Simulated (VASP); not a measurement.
# Ta (I4/mmm) in VASP: notebook, part 2 of 2

VASP 6.6.1.

### 4 Single point, PBE (18.28 Å³/atom)

This run uses another cell than the first one, of 18.28 Å³/atom.

Input file INCAR:

```
SYSTEM = Ta
PREC = Accurate
ENCUT = 520
EDIFF = 1E-6
ISMEAR = 0
SIGMA = 0.15
LREAL = .FALSE.
LASPH = .TRUE.
NELM = 80
ALGO = Normal
ISIF = 2
LWAVE = .FALSE.
LCHARG = .TRUE.
GGA = PE
LELF = .TRUE.
LVHAR = .TRUE.
NBANDS = 12
```

Input file KPOINTS:

```
regular mesh
0
G
  20 20 20
  0 0 0
```

Input file POSCAR:

```
Ta
1.0
   -1.4434010011      1.4434010011      2.1935365014
    1.4434010011     -1.4434010011      2.1935365014
    1.4434010011      1.4434010011     -2.1935365014
Ta
1
Direct
    0.0000000000      0.0000000000      0.0000000000
```

Potentials or basis: VASP PAW PBE potentials, release 64 (Ta_pv).

Started as:

```
cat potpaw_PBE.64/Ta_pv/POTCAR > POTCAR
mpirun -np 1 vasp_std > vasp.out
```

OUTCAR:

```text
SYSTEM = Ta
   PREC = Accurate
   ENCUT = 520
   EDIFF = 1E-6
   ISMEAR = 0
   LREAL = .FALSE.
   LASPH = .TRUE.
   NELM = 80
   ISIF = 2
   GGA = PE

 ion  position               nearest neighbor table
   1  0.000  0.000  0.000-

  LATTYP: Found a body centered tetragonal cell.
 ALAT       =     2.8868020022
 C/A-ratio  =     1.5197000000

  Lattice vectors:

 A1 = (  -1.4434010011,   1.4434010011,   2.1935365014)
 A2 = (   1.4434010011,  -1.4434010011,   2.1935365014)
 A3 = (   1.4434010011,   1.4434010011,  -2.1935365014)

Analysis of symmetry for initial positions (statically):
=====================================================================
 Subroutine PRICEL returns:
 Original cell was already a primitive cell.

 Routine SETGRP: Setting up the symmetry group for a
 body centered tetragonal supercell.

 Subroutine GETGRP returns: Found 16 space group operations
 (whereof 16 operations were pure point group operations)
 out of a pool of 16 trial point group operations.

The static configuration has the point symmetry D_4h.

Analysis of symmetry for dynamics (positions and initial velocities):
[... 170 lines left out ...]
      5       5.5680      1.82902
      6       6.5574      0.00000
      7       6.5574      0.00000
      8       8.5256      0.00000
      9       9.9810      0.00000
     10      18.3632      0.00000
     11      19.9894      0.00000
     12      21.8944      0.00000
[... 331 lines left out ...]
 k-point    24 :      -0.3500    0.0500   -0.0000
  band No.  band energies     occupation
      1     -28.6300      2.00000
      2     -27.9388      2.00000
      3     -27.8399      2.00000
      4       0.6517      2.00000
      5       5.1033      2.00000
      6       5.9107      0.06263
      7       6.7749      0.00000
      8       9.9868      0.00000
      9      10.6463      0.00000
     10      17.4432      0.00000
     11      19.9849      0.00000
     12      20.9506      0.00000

 [... further k-points ...]

------------------------ aborting loop because EDIFF is reached ----------------------------------------

  FORCE on cell =-STRESS in cart. coord.  units (eV):
  Direction    XX          YY          ZZ          XY          YZ          ZX
  --------------------------------------------------------------------------------------
  -------------------------------------------------------------------------------------
  Total        0.2825669      0.2825669      1.1990461      0.0000000     -0.0000000     -0.0000000
  in kB       24.7658409     24.7658409    105.0915010      0.0000000     -0.0000000     -0.0000000
  external PRESSURE =      51.5410609 kB  Pullay stress =       0.0000000 kB

 VOLUME and BASIS-vectors are now :
 -----------------------------------------------------------------------------
  energy-cutoff  :      520.00
  volume of cell :       18.28
      direct lattice vectors                 reciprocal lattice vectors
    -1.443401001  1.443401001  2.193536501     0.000000000  0.346404083  0.227942412
     1.443401001 -1.443401001  2.193536501     0.346404083  0.000000000  0.227942412
     1.443401001  1.443401001 -2.193536501     0.346404083  0.346404083  0.000000000

 POSITION                                       TOTAL-FORCE (eV/Angst)
 -----------------------------------------------------------------------------------
      0.00000      0.00000      0.00000         0.000000     -0.000000     -0.000000
 -----------------------------------------------------------------------------------
    total drift:                                0.000000      0.000000     -0.000000

  FREE ENERGIE OF THE ION-ELECTRON SYSTEM (eV)
  ---------------------------------------------------
  free  energy   TOTEN  =       -11.5941036532 eV

  energy  without entropy=      -11.5786431147  energy(sigma->0) =      -11.58637338
```

It took 51 s on 1 thread of Intel Xeon Platinum 8559C (Emerald Rapids), shared host; peak memory 0.25 GiB.

What came out:

- Free energy: -11.5941 eV
- Pressure: 5.2 GPa
- Band gap on the k mesh: zero (an odd number of electrons rules out a gap without spin polarisation)

Caveat: the cell stands under pressure; spin-orbit coupling is left out, which moves the levels of the heavy elements.

### 5 Single point, PBE (18.65 Å³/atom)

This run uses another cell than the first one, of 18.65 Å³/atom.

Input file INCAR:

```
SYSTEM = Ta
PREC = Accurate
ENCUT = 520
EDIFF = 1E-6
ISMEAR = 0
SIGMA = 0.15
LREAL = .False.
LASPH = .True.
NELM = 80
ALGO = Normal
ISIF = 2
LWAVE = .False.
LCHARG = .False.
GGA = PE
NBANDS = 12
```

Input file KPOINTS:

```
Automatic mesh
0
Gamma
  20 20 20
  0 0 0
```

Input file POSCAR:

```
Ta
1.0
   -1.4822158239      1.4822158239      2.1217919518
    1.4822158239     -1.4822158239      2.1217919518
    1.4822158239      1.4822158239     -2.1217919518
Ta
1
Direct
    0.0000000000      0.0000000000      0.0000000000
```

Potentials or basis: VASP PAW PBE potentials, release 64 (Ta_pv).

Started as:

```
cat potpaw_PBE.64/Ta_pv/POTCAR > POTCAR
mpirun -np 1 vasp_std > vasp.out
```

OUTCAR:

```text
SYSTEM = Ta
   PREC = Accurate
   ENCUT = 520
   EDIFF = 1E-6
   ISMEAR = 0
   LREAL = .False.
   LASPH = .True.
   NELM = 80
   ISIF = 2
   GGA = PE

 ion  position               nearest neighbor table
   1  0.000  0.000  0.000-

  LATTYP: Found a body centered tetragonal cell.
 ALAT       =     2.9644316478
 C/A-ratio  =     1.4314999999

  Lattice vectors:

 A1 = (  -1.4822158239,   1.4822158239,   2.1217919518)
 A2 = (   1.4822158239,  -1.4822158239,   2.1217919518)
 A3 = (   1.4822158239,   1.4822158239,  -2.1217919518)

Analysis of symmetry for initial positions (statically):
=====================================================================
 Subroutine PRICEL returns:
 Original cell was already a primitive cell.

 Routine SETGRP: Setting up the symmetry group for a
 body centered tetragonal supercell.

 Subroutine GETGRP returns: Found 16 space group operations
 (whereof 16 operations were pure point group operations)
 out of a pool of 16 trial point group operations.

The static configuration has the point symmetry D_4h.

Analysis of symmetry for dynamics (positions and initial velocities):
=====================================================================
 Subroutine PRICEL returns:
 Original cell was already a primitive cell.

 Routine SETGRP: Setting up the symmetry group for a
 body centered tetragonal supercell.

 Subroutine GETGRP returns: Found 16 space group operations
 (whereof 16 operations were pure point group operations)
 out of a pool of 16 trial point group operations.

The dynamic configuration has the point symmetry D_4h.

 Subroutine INISYM returns: Found 16 space group operations
 (whereof 16 operations are pure point group operations),
 and found     1 'primitive' translations

----------------------------------------------------------------------------------------

                                     Primitive cell

  volume of cell :      18.6460

  direct lattice vectors                    reciprocal lattice vectors
    -1.482215824  1.482215824  2.121791952     0.000000000  0.337332791  0.235649871
     1.482215824 -1.482215824  2.121791952     0.337332791  0.000000000  0.235649871
     1.482215824  1.482215824 -2.121791952     0.337332791  0.337332791  0.000000000

  length of vectors
     2.982604329  2.982604329  2.982604329     0.411490308  0.411490308  0.477060607

  position of ions in fractional coordinates (direct lattice)
     0.000000000  0.000000000  0.000000000

  ion indices of the primitive-cell ions
   primitive index   ion index
                 1           1

----------------------------------------------------------------------------------------

 KPOINTS: Automatic mesh

Automatic generation of k-mesh.
 Grid dimensions read from file:
 generate k-points for:   20   20   20

 Generating k-lattice:

  Cartesian coordinates                     Fractional coordinates (reciprocal lattice)
     0.000000000  0.016866640  0.011782494     0.050000000  0.000000000 -0.000000000
     0.016866640  0.000000000  0.011782494     0.000000000  0.050000000 -0.000000000
     0.016866640  0.016866640  0.000000000     0.000000000  0.000000000  0.050000000

  Length of vectors
     0.020574515  0.020574515  0.023853030

  Shift w.r.t. Gamma in fractional coordinates (k-lattice)
     0.000000000  0.000000000  0.000000000

 Subroutine IBZKPT returns following result:
 ===========================================

 Found    641 irreducible k-points:

 Following reciprocal coordinates:
            Coordinates               Weight
  0.000000  0.000000  0.000000      1.000000
  0.050000  0.000000 -0.000000      8.000000
  0.100000  0.000000  0.000000      8.000000
  0.150000  0.000000  0.000000      8.000000
  0.200000  0.000000  0.000000      8.000000
  0.250000  0.000000 -0.000000      8.000000
[... 16 lines left out ...]
 -0.400000  0.050000  0.000000     16.000000
 -0.350000  0.050000  0.000000     16.000000
 [... further k-points ...]
   k-points           NKPTS =    641   k-points in BZ     NKDIM =    641   number of bands    NBANDS=     12
   number of dos      NEDOS =    301   number of ions     NIONS =      1
   total plane-waves  NPLWV =  13824
   dimension x,y,z NGX =    24 NGY =   24 NGZ =   24
   dimension x,y,z NGXF=    48 NGYF=   48 NGZF=   48
   ions per type =               1
   NGX,Y,Z   is equivalent  to a cutoff of  13.38, 13.38, 13.38 a.u.
   NGXF,Y,Z  is equivalent  to a cutoff of  26.75, 26.75, 26.75 a.u.
 SYSTEM =  Ta
   PREC   = accura    normal or accurate (medium, high low for compatibility)
   ISTART =      0    job   : 0-new  1-cont  2-samecut
   ICHARG =      2    charge: 1-file 2-atom 10-const
   ISPIN  =      1    spin polarized calculation?
   LNONCOLLINEAR =      F non collinear calculations
   LSORBIT =      F    spin-orbit coupling
   LASPH  =      T    aspherical Exc in radial PAW
   ENCUT  =  520.0 eV  38.22 Ry    6.18 a.u.   5.55  5.55  5.55*2*pi/ulx,y,z
   NELM   =     80;   NELMIN=  2; NELMDL= -5     # of ELM steps
   EDIFF  = 0.1E-05   stopping-criterion for ELM
   LREAL  =      F    real-space projection
[... 7 lines left out ...]
   TEBEG  =    0.0;   TEEND  =   0.0 temperature during run
   PSTRESS=    0.0 pullay stress
   NELECT =      11.0000    total number of electrons
   NUPDOWN=      -1.0000    fix difference up-down
   EMIN   =  10.00;   EMAX   =-10.00  energy-range for DOS
   EFERMI =   0.00;   METHOD = LEGACY
   ISMEAR =     0;   SIGMA  =   0.15  broadening in eV -4-tet -1-fermi 0-gaus
   EFERMI_NEDOS =   21; number of points for ismear=-14 and -15
   IALGO  =     38    algorithm
   IMIX   =      4    mixing-type and parameters
     AMIX     =   0.40;   BMIX     =  1.00
     AMIX_MAG =   1.60;   BMIX_MAG =  1.00
  volume/ion in A,a.u.               =      18.65       125.83
  Fermi-wavevector in a.u.,A,eV,Ry     =   1.373021  2.594633 25.649520  1.885187
  Thomas-Fermi vector in A             =   2.498576
   LORBIT       =      0    0 simple, 1 ext, 2 COOP (PROOUT), +10 PAW based schemes
   GGA     = PE    functional components
   LHFCALC =     F    Hartree Fock is set to
   AEXX    =    0.0000 exact exchange contribution
   IVDW    =     0    specifies the selected vdW correction
   LEPSILON=     F    determine dielectric tensor
   LRPA    =     F    only Hartree local field effects (RPA)
 non-spin polarized calculation
 Gauss-broadening in eV      SIGMA  =   0.15
  energy-cutoff  :      520.00
  volume of cell :       18.65
 maximum number of plane-waves:       532
 NGX is ok and might be reduce to    24
   NGX = 11   NGY = 11   NGZ = 11

 number of electron      11.0000001 magnetization

 Free energy of the ion-electron system (eV)
  ---------------------------------------------------
  ext. energy  EPLUGINS =         0.00000000
  ---------------------------------------------------
  free energy    TOTEN  =       -11.58054071 eV

  energy without entropy =      -11.56708506  energy(sigma->0) =      -11.57381289

 E-fermi :   5.5807     XC(G=0): -12.4453

 val. band max:        5.5798919812   @ k =  -0.1000   0.3500   0.1000
 cond. band min:       5.5920998001   @ k =  -0.2000   0.4500   0.1500
 fundamental gap:      0.0122078188
 Fermi energy:         5.5807205302

 k-point     1 :       0.0000    0.0000    0.0000
  band No.  band energies     occupation
      1     -28.0212      2.00000
      2     -28.0201      2.00000
      3     -28.0201      2.00000
      4      -2.5760      2.00000
      5       5.9215      0.00131
      6       6.0813      0.00000
      7       6.0813      0.00000
      8       8.9379      0.00000
      9       9.1650      0.00000
     10      18.0672      0.00000
     11      19.7365      0.00000
     12      22.7126      0.00000

 k-point     2 :       0.0500    0.0000   -0.0000
  band No.  band energies     occupation
      1     -28.0479      2.00000
      2     -28.0245      2.00000
      3     -28.0233      2.00000
      4      -2.4743      2.00000
      5       5.8971      0.00286
      6       6.0645      0.00001
      7       6.1305      0.00000
      8       8.8915      0.00000
      9       9.1130      0.00000
     10      18.2830      0.00000
     11      19.7364      0.00000
     12      22.3675      0.00000
[... 316 lines left out ...]
 k-point    24 :      -0.3500    0.0500    0.0000
  band No.  band energies     occupation
      1     -28.8115      2.00000
      2     -28.1474      2.00000
      3     -28.1237      2.00000
      4       0.5177      2.00000
      5       4.9435      2.00000
      6       6.0610      0.00001
      7       6.2491      0.00000
      8       9.7302      0.00000
      9      10.3752      0.00000
     10      17.0941      0.00000
     11      19.7320      0.00000
     12      20.5924      0.00000

 [... further k-points ...]

------------------------ aborting loop because EDIFF is reached ----------------------------------------

  FORCE on cell =-STRESS in cart. coord.  units (eV):
  Direction    XX          YY          ZZ          XY          YZ          ZX
  --------------------------------------------------------------------------------------
  -------------------------------------------------------------------------------------
  Total        0.1761325      0.1761325      0.3290230      0.0000000     -0.0000000      0.0000000
  in kB       15.1343737     15.1343737     28.2716461      0.0000000     -0.0000000      0.0000000
  external PRESSURE =      19.5134645 kB  Pullay stress =       0.0000000 kB

 VOLUME and BASIS-vectors are now :
 -----------------------------------------------------------------------------
  energy-cutoff  :      520.00
  volume of cell :       18.65
      direct lattice vectors                 reciprocal lattice vectors
    -1.482215824  1.482215824  2.121791952     0.000000000  0.337332791  0.235649871
     1.482215824 -1.482215824  2.121791952     0.337332791  0.000000000  0.235649871
     1.482215824  1.482215824 -2.121791952     0.337332791  0.337332791  0.000000000

 POSITION                                       TOTAL-FORCE (eV/Angst)
 -----------------------------------------------------------------------------------
      0.00000      0.00000      0.00000         0.000000     -0.000000      0.000000
 -----------------------------------------------------------------------------------
    total drift:                               -0.000000      0.000000     -0.000000

  FREE ENERGIE OF THE ION-ELECTRON SYSTEM (eV)
  ---------------------------------------------------
  free  energy   TOTEN  =       -11.5805407115 eV

  energy  without entropy=      -11.5670850616  energy(sigma->0) =      -11.57381289
```

OSZICAR:

```text
N       E                     dE             d eps       ncg     rms          rms(c)
DAV:   1     0.611680038675E+02    0.61168E+02   -0.60888E+03 15432   0.869E+02
DAV:   2    -0.110128430331E+02   -0.72181E+02   -0.70364E+02 17164   0.243E+02
DAV:   3    -0.120783608815E+02   -0.10655E+01   -0.10565E+01 18688   0.277E+01
DAV:   4    -0.120813885197E+02   -0.30276E-02   -0.30273E-02 17016   0.165E+00
DAV:   5    -0.120813992881E+02   -0.10768E-04   -0.10768E-04 18768   0.938E-02    0.125E+01
DAV:   6    -0.116991705744E+02    0.38223E+00   -0.30254E-01 18428   0.600E+00    0.602E+00
DAV:   7    -0.115817671672E+02    0.11740E+00   -0.35589E-01 17828   0.556E+00    0.380E-01
DAV:   8    -0.115807393064E+02    0.10279E-02   -0.12388E-02 17520   0.935E-01    0.262E-01
DAV:   9    -0.115805472015E+02    0.19210E-03   -0.45981E-04 17556   0.218E-01    0.261E-02
DAV:  10    -0.115805407297E+02    0.64718E-05   -0.10868E-05 17776   0.331E-02    0.514E-03
DAV:  11    -0.115805407115E+02    0.18238E-07   -0.39503E-07 10460   0.678E-03
   1 F= -.11580541E+02 E0= -.11573813E+02  d E =-.134556E-01
```

stdout:

```text
POSCAR found type information on POSCAR Ta
 POSCAR found :  1 types and       1 ions
 scaLAPACK will be used
 LDA part: xc-table for (Slater+PW92), standard interpolation
 POSCAR, INCAR and KPOINTS ok, starting setup
 FFT: planning ... GRIDC
 FFT: planning ... GRID_SOFT
 FFT: planning ... GRID
 WAVECAR not read
 entering main loop
```

It took 42 s on 1 thread of Intel Xeon Platinum 8559C (Emerald Rapids), shared host; peak memory 0.26 GiB.

What came out:

| Property | Result |
| --- | --- |
| Free energy | -11.5805 eV |
| Pressure | 2.0 GPa |
| Band gap on the k mesh | zero (an odd number of electrons rules out a gap without spin polarisation) |

Stress tensor (GPa, compression positive):
```
1.51 0.00 0.00
0.00 1.51 0.00
0.00 0.00 2.83
```

Levels at points of the mesh, in eV from the Fermi level:
```tsv
k point	band 3	band 4	band 5	band 6	band 7	band 8
(0.00, 0.00, 0.00)	-33.60	-8.16	0.34	0.50	0.50	3.36
(0.50, 0.00, 0.00)	-33.73	-4.64	0.13	0.30	0.70	5.78
(0.50, 0.50, 0.00)	-33.97	-4.42	-3.38	3.00	5.81	6.44
(0.50, 0.50, 0.50)	-33.96	-4.44	-3.36	2.78	5.83	6.52
```

Caveat: spin-orbit coupling is left out, which moves the levels of the heavy elements.

### 6 Summary

```tsv
cell	gap on the mesh (eV)	pressure (GPa)
a = 2.956 Å, angles 122.4, 122.4, 85.9°, 1 atom	none	14.4
a = 2.943 Å, angles 120.4, 120.4, 89.3°, 1 atom	none	10.5
a = 2.996 Å, angles 122.4, 122.4, 85.9°, 1 atom	none	5.2
a = 2.983 Å, angles 120.4, 120.4, 89.3°, 1 atom	none	2.0
```

Alike in all rows: task single point; level PBE; potentials or basis VASP PAW PBE potentials, release 64 (Ta_pv); no spin polarisation; k mesh 20 × 20 × 20; cutoff (eV) 520; smearing gaussian 0.15 eV.

Caveats: spin-orbit coupling is left out, which moves the levels of the heavy elements; the cell stands under pressure (at least some runs).

Total energies depend on the potentials used, so only differences within one code and one set of settings carry meaning.
